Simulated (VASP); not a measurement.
# SnO (P4/nmm) in VASP: a series of runs

SnO is run at these levels: r2SCAN; tasks: single point.

Program: VASP 6.6.1. These are calculated values, not measurements. Logs are shortened: lines on timing, memory, paths and dates and some standing lists are left out, and cuts for length are marked.

### 1 The cell of the first run

Symmetry: P4/nmm, No. 129, tetragonal system. The conventional cell has a = 3.793 Å, b = 3.793 Å, c = 4.616 Å, α = 90.00°, β = 90.00°, γ = 90.00°. Within 2.9 Å of Sn (site symmetry 4mm) lie 4 O at 2.21 Å. Within 2.9 Å of O (site symmetry -4m2) lie 4 Sn at 2.21 Å and 4 O at 2.68 Å.

### 2 Single point, r2SCAN (uniaxial z strain -3.0%)

The input, POSCAR:

```
SnO
1.0
    3.7925880617      0.0000000000      0.0000000000
    0.0000000000      3.7925880617      0.0000000000
    0.0000000000      0.0000000000      4.6156356110
Sn O
2 2
Direct
    0.0000000000      0.5000000000      0.2472417149
    0.5000000000      0.0000000000      0.7527582851
    0.5000000000      0.5000000000      0.0000000000
    0.0000000000      0.0000000000      0.0000000000
```

The input, INCAR.step1:

```
ALGO = Normal ; EDIFF = 1E-4
ENCUT = 520 ; GGA = PE
ISMEAR = -1 ; LASPH = T
LCHARG = F ; LREAL = F
LWAVE = T ; NBANDS = 28
NELM = 80 ; PREC = Accurate
SIGMA = 0.02
```

The input, INCAR.step2:

```
ALGO = Normal ; EDIFF = 1E-7
ENCUT = 520 ; ISIF = 2
ISMEAR = -1 ; ISTART = 1
LASPH = T ; LCHARG = T
LELF = T ; LMIXTAU = T
LREAL = F ; LVHAR = T
LWAVE = F ; METAGGA = R2SCAN
NBANDS = 28 ; NELM = 80
PREC = Accurate ; SIGMA = 0.02
```

The input, KPOINTS:

```
k-points
0
Gamma
  6 6 6
```

Potentials or basis: VASP PAW PBE potentials, release 64 (Sn_d, O).

Launch:

```
$ cat potpaw_PBE.64/Sn_d/POTCAR potpaw_PBE.64/O/POTCAR > POTCAR
$ cp INCAR.step1 INCAR
$ mpirun -np 1 vasp_std > vasp.out
$ cp INCAR.step2 INCAR
$ mpirun -np 1 vasp_std > vasp.out
```

OUTCAR:

```text
EDIFF = 1E-7
   ENCUT = 520
   ISIF = 2
   ISMEAR = -1
   ISTART = 1
   LASPH = T
   LREAL = F
   METAGGA = R2SCAN
   NELM = 80
   PREC = Accurate

 ion  position               nearest neighbor table
   1  0.000  0.500  0.247-   3 2.21   4 2.21   4 2.21   3 2.21   2 3.52   2 3.52   2 3.52   2 3.52
                             2 3.55   2 3.55   2 3.55   2 3.55
   2  0.500  0.000  0.753-   3 2.21   4 2.21   3 2.21   4 2.21   1 3.52   1 3.52   1 3.52   1 3.52
                             1 3.55   1 3.55   1 3.55   1 3.55
   3  0.500  0.500  0.000-   1 2.21   2 2.21   2 2.21   1 2.21
   4  0.000  0.000  0.000-   1 2.21   2 2.21   1 2.21   2 2.21

  LATTYP: Found a simple tetragonal cell.
 ALAT       =     3.7925880617
 C/A-ratio  =     1.2170147498

  Lattice vectors:

 A1 = (   3.7925880617,   0.0000000000,   0.0000000000)
 A2 = (   0.0000000000,   3.7925880617,   0.0000000000)
 A3 = (   0.0000000000,   0.0000000000,   4.6156356110)

Analysis of symmetry for initial positions (statically):
=====================================================================
 Subroutine PRICEL returns:
 Original cell was already a primitive cell.

 Routine SETGRP: Setting up the symmetry group for a
 simple tetragonal supercell.

 Subroutine GETGRP returns: Found 16 space group operations
 (whereof  8 operations were pure point group operations)
 out of a pool of 16 trial point group operations.

The static configuration has the point symmetry D_2d.
 The point group associated with its full space group is D_4h.

Analysis of symmetry for dynamics (positions and initial velocities):
=====================================================================
 Subroutine PRICEL returns:
 Original cell was already a primitive cell.

 Routine SETGRP: Setting up the symmetry group for a
 simple tetragonal supercell.

 Subroutine GETGRP returns: Found 16 space group operations
 (whereof  8 operations were pure point group operations)
 out of a pool of 16 trial point group operations.

The dynamic configuration has the point symmetry D_2d.
 The point group associated with its full space group is D_4h.

 Subroutine INISYM returns: Found 16 space group operations
 (whereof  8 operations are pure point group operations),
 and found     1 'primitive' translations

----------------------------------------------------------------------------------------

                                     Primitive cell

  volume of cell :      66.3900

  direct lattice vectors                    reciprocal lattice vectors
     3.792588062  0.000000000  0.000000000     0.263672190  0.000000000  0.000000000
     0.000000000  3.792588062  0.000000000     0.000000000  0.263672190  0.000000000
     0.000000000  0.000000000  4.615635611     0.000000000  0.000000000  0.216654884

  length of vectors
     3.792588062  3.792588062  4.615635611     0.263672190  0.263672190  0.216654884

  position of ions in fractional coordinates (direct lattice)
     0.000000000  0.500000000  0.247241715
     0.500000000  0.000000000  0.752758285
     0.500000000  0.500000000  0.000000000
     0.000000000  0.000000000  0.000000000

  ion indices of the primitive-cell ions
   primitive index   ion index
                 1           1
                 2           2
                 3           3
                 4           4

----------------------------------------------------------------------------------------

 KPOINTS: k-points

Automatic generation of k-mesh.
 Grid dimensions read from file:
 generate k-points for:    6    6    6

 Generating k-lattice:

  Cartesian coordinates                     Fractional coordinates (reciprocal lattice)
     0.043945365  0.000000000  0.000000000     0.166666667  0.000000000  0.000000000
     0.000000000  0.043945365  0.000000000     0.000000000  0.166666667  0.000000000
     0.000000000  0.000000000  0.036109147     0.000000000  0.000000000  0.166666667

  Length of vectors
     0.043945365  0.043945365  0.036109147

  Shift w.r.t. Gamma in fractional coordinates (k-lattice)
     0.000000000  0.000000000  0.000000000

 Subroutine IBZKPT returns following result:
 ===========================================

 Found     40 irreducible k-points:

 Following reciprocal coordinates:
            Coordinates               Weight
  0.000000  0.000000  0.000000      1.000000
  0.166667  0.000000  0.000000      4.000000
  0.333333  0.000000  0.000000      4.000000
  0.500000  0.000000  0.000000      2.000000
  0.166667  0.166667  0.000000      4.000000
  0.333333  0.166667  0.000000      8.000000
[... 16 lines left out ...]
  0.333333  0.000000  0.333333      8.000000
  0.500000  0.000000  0.333333      4.000000
 [... further k-points ...]
   k-points           NKPTS =     40   k-points in BZ     NKDIM =     40   number of bands    NBANDS=     28
   number of dos      NEDOS =    301   number of ions     NIONS =      4
   total plane-waves  NPLWV =  28224
   dimension x,y,z NGX =    28 NGY =   28 NGZ =   36
   dimension x,y,z NGXF=    56 NGYF=   56 NGZF=   72
   ions per type =               2   2
   NGX,Y,Z   is equivalent  to a cutoff of  12.27, 12.27, 12.97 a.u.
   NGXF,Y,Z  is equivalent  to a cutoff of  24.55, 24.55, 25.93 a.u.
 SYSTEM =  unknown system
   PREC   = accura    normal or accurate (medium, high low for compatibility)
   ISTART =      1    job   : 0-new  1-cont  2-samecut
   ICHARG =      0    charge: 1-file 2-atom 10-const
   ISPIN  =      1    spin polarized calculation?
   LNONCOLLINEAR =      F non collinear calculations
   LSORBIT =      F    spin-orbit coupling
   LASPH  =      T    aspherical Exc in radial PAW
   ENCUT  =  520.0 eV  38.22 Ry    6.18 a.u.   7.05  7.05  8.58*2*pi/ulx,y,z
   NELM   =     80;   NELMIN=  2; NELMDL=  0     # of ELM steps
   EDIFF  = 0.1E-06   stopping-criterion for ELM
   LREAL  =      F    real-space projection
   EDIFFG = 0.1E-05   stopping-criterion for IOM
   NSW    =      0    number of steps for IOM
   IBRION =     -1    ionic relax: 0-MD 1-quasi-New 2-CG
   NFREE  =      0    steps in history (QN), initial steepest desc. (CG)
   ISIF   =      2    stress and relaxation
   ISYM   =      2    0-nonsym 1-usesym 2-fastsym
   POTIM  = 0.5000    time-step for ionic-motion
   TEBEG  =    0.0;   TEEND  =   0.0 temperature during run
   PSTRESS=    0.0 pullay stress
   NELECT =      40.0000    total number of electrons
   NUPDOWN=      -1.0000    fix difference up-down
   EMIN   =  10.00;   EMAX   =-10.00  energy-range for DOS
   EFERMI =   0.00;   METHOD = LEGACY
   ISMEAR =    -1;   SIGMA  =   0.02  broadening in eV -4-tet -1-fermi 0-gaus
   EFERMI_NEDOS =   21; number of points for ismear=-14 and -15
   IALGO  =     38    algorithm
   IMIX   =      4    mixing-type and parameters
     AMIX     =   0.40;   BMIX     =  1.00
     AMIX_MAG =   1.60;   BMIX_MAG =  1.00
  volume/ion in A,a.u.               =      16.60       112.01
  Fermi-wavevector in a.u.,A,eV,Ry     =   1.382698  2.612920 26.012334  1.911853
  Thomas-Fermi vector in A             =   2.507365
   LORBIT       =      0    0 simple, 1 ext, 2 COOP (PROOUT), +10 PAW based schemes
   METAGGA = R2SCAN    functional components
   LHFCALC =     F    Hartree Fock is set to
   AEXX    =    0.0000 exact exchange contribution
   IVDW    =     0    specifies the selected vdW correction
   LEPSILON=     F    determine dielectric tensor
   LRPA    =     F    only Hartree local field effects (RPA)
 non-spin polarized calculation
  energy-cutoff  :      520.00
  volume of cell :       66.39
 maximum number of plane-waves:      1820
   NGX = 15   NGY = 15   NGZ = 17

 number of electron      40.0000005 magnetization

 Free energy of the ion-electron system (eV)
  ---------------------------------------------------
  ext. energy  EPLUGINS =         0.00000000
  ---------------------------------------------------
  free energy    TOTEN  =       -66.86168845 eV

  energy without entropy =      -66.86115742  energy(sigma->0) =      -66.86142293

 E-fermi :   7.7344     XC(G=0): -11.2779

 val. band max:        7.7115597024   @ k =   0.5000   0.5000   0.0000
 cond. band min:       7.8459780875   @ k =   0.0000   0.0000   0.0000
 fundamental gap:      0.1344183851
 Fermi energy:         7.7344468852

 k-point     1 :       0.0000    0.0000    0.0000
  band No.  band energies     occupation
      1     -15.2570      2.00000
      2     -14.6577      2.00000
      3     -14.6577      2.00000
      4     -14.6478      2.00000
      5     -14.5978      2.00000
      6     -14.5849      2.00000
[... 20 lines left out ...]
     27      14.8029      0.00000
     28      15.3191      0.00000

 k-point     2 :       0.1667    0.0000    0.0000
  band No.  band energies     occupation
      1     -15.2397      2.00000
      2     -14.7351      2.00000
      3     -14.6519      2.00000
      4     -14.6476      2.00000
      5     -14.6276      2.00000
      6     -14.5980      2.00000
[... 20 lines left out ...]
     27      15.0665      0.00000
     28      17.1898      0.00000

 k-point     3 :       0.3333    0.0000    0.0000
  band No.  band energies     occupation
      1     -15.1914      2.00000
      2     -14.9540      2.00000
      3     -14.6341      2.00000
      4     -14.6213      2.00000
      5     -14.6095      2.00000
      6     -14.5963      2.00000
[... 20 lines left out ...]
     27      15.5489      0.00000
     28      18.2509      0.00000

 k-point     4 :       0.5000    0.0000    0.0000
  band No.  band energies     occupation
      1     -15.1043      2.00000
      2     -15.1043      2.00000
      3     -14.6137      2.00000
      4     -14.6137      2.00000
      5     -14.5962      2.00000
      6     -14.5962      2.00000
[... 578 lines left out ...]
     27      16.5493      0.00000
     28      17.4479      0.00000

 k-point    23 :       0.3333    0.0000    0.3333
  band No.  band energies     occupation
      1     -15.1927      2.00000
      2     -14.9893      2.00000
      3     -14.6480      2.00000
      4     -14.6187      2.00000
      5     -14.6131      2.00000
      6     -14.6065      2.00000
[... 20 lines left out ...]
     27      16.9767      0.00000
     28      18.6182      0.00000

 k-point    24 :       0.5000    0.0000    0.3333
  band No.  band energies     occupation
      1     -15.1249      2.00000
      2     -15.1249      2.00000
      3     -14.6429      2.00000
      4     -14.6429      2.00000
      5     -14.6017      2.00000
      6     -14.6017      2.00000
[... 20 lines left out ...]
     27      17.5959      0.00000
     28      17.5959      0.00000

 [... further k-points ...]
[... 5 lines left out ...]
  --------------------------------------------------------------------------------------
  -------------------------------------------------------------------------------------
  Total        0.9286790      0.9286790      1.3661244      0.0000000      0.0000000      0.0000000
  in kB       22.4116250     22.4116250     32.9684086      0.0000000      0.0000000      0.0000000
  external PRESSURE =      25.9305528 kB  Pullay stress =       0.0000000 kB

 VOLUME and BASIS-vectors are now :
 -----------------------------------------------------------------------------
  energy-cutoff  :      520.00
  volume of cell :       66.39
      direct lattice vectors                 reciprocal lattice vectors
     3.792588062  0.000000000  0.000000000     0.263672190  0.000000000  0.000000000
     0.000000000  3.792588062  0.000000000     0.000000000  0.263672190  0.000000000
     0.000000000  0.000000000  4.615635611     0.000000000  0.000000000  0.216654884

 POSITION                                       TOTAL-FORCE (eV/Angst)
 -----------------------------------------------------------------------------------
      0.00000      1.89629      1.14118         0.000000      0.000000      0.123386
      1.89629      0.00000      3.47446        -0.000000      0.000000     -0.123386
      1.89629      1.89629      0.00000        -0.000000      0.000000     -0.000000
      0.00000      0.00000      0.00000         0.000000     -0.000000     -0.000000
 -----------------------------------------------------------------------------------
    total drift:                                0.000000      0.000000      0.000000

  FREE ENERGIE OF THE ION-ELECTRON SYSTEM (eV)
  ---------------------------------------------------
  free  energy   TOTEN  =       -66.8616884492 eV

  energy  without entropy=      -66.8611574194  energy(sigma->0) =      -66.86142293
```

Wall time 1.8 min (1 thread of Intel Xeon 6975P-C (Granite Rapids), shared host); peak memory 0.21 GiB.

What came out:

```yaml
Free_energy: -66.8617 eV
Pressure: 2.6 GPa
Largest_force: 0.123 eV/Å
Band_gap_on_the_k_mesh: zero (band 20 reaches 7.85 eV, above the bottom of band 21 at 7.71 eV)
```

Forces on the atoms (eV/Å):
```
Sn   0.000  0.000  0.123
Sn   0.000  0.000 -0.123
O    0.000  0.000  0.000
O    0.000  0.000  0.000
```

Stress tensor (GPa, compression positive):
```
2.24 0.00 0.00
0.00 2.24 0.00
0.00 0.00 3.30
```

Levels at points of the mesh, in eV from the Fermi level:
```csv
k point,band 18,band 19,band 20,band 21,band 22,band 23
"(0.00, 0.00, 0.00)",-3.61,-3.61,0.11,2.72,4.70,4.70
"(0.50, 0.00, 0.00)",-5.34,-3.06,-3.06,3.88,3.88,6.20
"(0.50, 0.50, 0.00)",-2.93,-2.04,-2.04,-0.02,-0.02,5.01
"(0.00, 0.00, 0.50)",-3.63,-2.56,-2.44,2.05,2.86,2.86
"(0.50, 0.00, 0.50)",-5.28,-1.95,-1.95,3.18,3.18,5.57
"(0.50, 0.50, 0.50)",-3.06,-2.93,-2.93,2.45,2.45,4.98
```

Caveat: the cell differs from its parent crystal (uniaxial z strain -3.0%); the PAW data sets were made with another functional, which shifts forces and pressure a little; spin-orbit coupling is left out, which moves the levels of the heavy elements.

### 3 Single point, r2SCAN (uniaxial z strain -2.0%)

The input, POSCAR:

```
SnO
1.0
    3.7925880617      0.0000000000      0.0000000000
    0.0000000000      3.7925880617      0.0000000000
    0.0000000000      0.0000000000      4.6632194833
Sn O
2 2
Direct
    0.0000000000      0.5000000000      0.2450799023
    0.5000000000      0.0000000000      0.7549200977
    0.5000000000      0.5000000000      0.0000000000
    0.0000000000      0.0000000000      0.0000000000
```

The input, INCAR.step1:

```
  PREC = Accurate
  ENCUT = 520
  ISMEAR = -1
  SIGMA = 0.02
  LREAL = False
  LASPH = True
  NELM = 60
  NBANDS = 28
  GGA = PE
  ALGO = Normal
  EDIFF = 1E-4
  LWAVE = True
  LCHARG = False
```

The input, INCAR.step2:

```
  PREC = Accurate
  ENCUT = 520
  EDIFF = 1E-6
  ISMEAR = -1
  SIGMA = 0.02
  LREAL = False
  LASPH = True
  NELM = 60
  ALGO = Normal
  ISIF = 2
  LWAVE = False
  LCHARG = True
  METAGGA = R2SCAN
  LMIXTAU = True
  LELF = True
  LVHAR = True
  NBANDS = 28
  ISTART = 1
```

The input, KPOINTS:

```
regular mesh
0
Gamma
  6 6 6
```

Potentials or basis: VASP PAW PBE potentials, release 64 (Sn_d, O).

Launch:

```
$ cat potpaw_PBE.64/Sn_d/POTCAR potpaw_PBE.64/O/POTCAR > POTCAR
$ cp INCAR.step1 INCAR
$ mpirun -np 1 vasp_std > vasp.out
$ cp INCAR.step2 INCAR
$ mpirun -np 1 vasp_std > vasp.out
```

Run time: 87 s. Hardware: 1 thread of Intel Xeon 6975P-C (Granite Rapids), shared host; peak memory 0.21 GiB.

Results (log left out):

```
Free energy            : -66.8730 eV
Pressure               : 2.3 GPa
Largest force          : 0.129 eV/Å
Band gap on the k mesh : zero (band 20 reaches 7.73 eV, above the bottom of band 21 at 7.65 eV)
```

Forces on the atoms (eV/Å):
```
Sn   0.000  0.000  0.129
Sn   0.000  0.000 -0.129
O    0.000  0.000  0.000
O    0.000  0.000  0.000
```

Stress tensor (GPa, compression positive):
```
2.12 0.00 0.00
0.00 2.12 0.00
0.00 0.00 2.77
```

Levels at points of the mesh, in eV from the Fermi level:
```tsv
k point	band 16	band 17	band 18	band 19	band 20	band 21	band 22	band 23	band 24	band 25
(0.00, 0.00, 0.00)	-6.84	-3.93	-3.64	-3.64	0.08	2.64	4.72	4.72	5.11	6.43
(0.50, 0.00, 0.00)	-5.45	-5.36	-5.36	-3.07	-3.07	3.77	3.77	6.19	6.19	6.71
(0.50, 0.50, 0.00)	-5.58	-2.95	-2.95	-2.09	-2.09	0.00	0.00	4.92	4.92	8.26
(0.00, 0.00, 0.50)	-4.01	-3.65	-3.65	-2.69	-2.50	2.02	2.90	2.90	3.71	8.73
(0.50, 0.00, 0.50)	-5.99	-5.31	-5.31	-1.99	-1.99	3.08	3.08	5.58	5.58	7.34
(0.50, 0.50, 0.50)	-6.14	-3.05	-3.05	-2.95	-2.95	2.42	2.42	4.82	4.82	6.13
```

Caveat: the cell differs from its parent crystal (uniaxial z strain -2.0%); the PAW data sets were made with another functional, which shifts forces and pressure a little; spin-orbit coupling is left out, which moves the levels of the heavy elements.
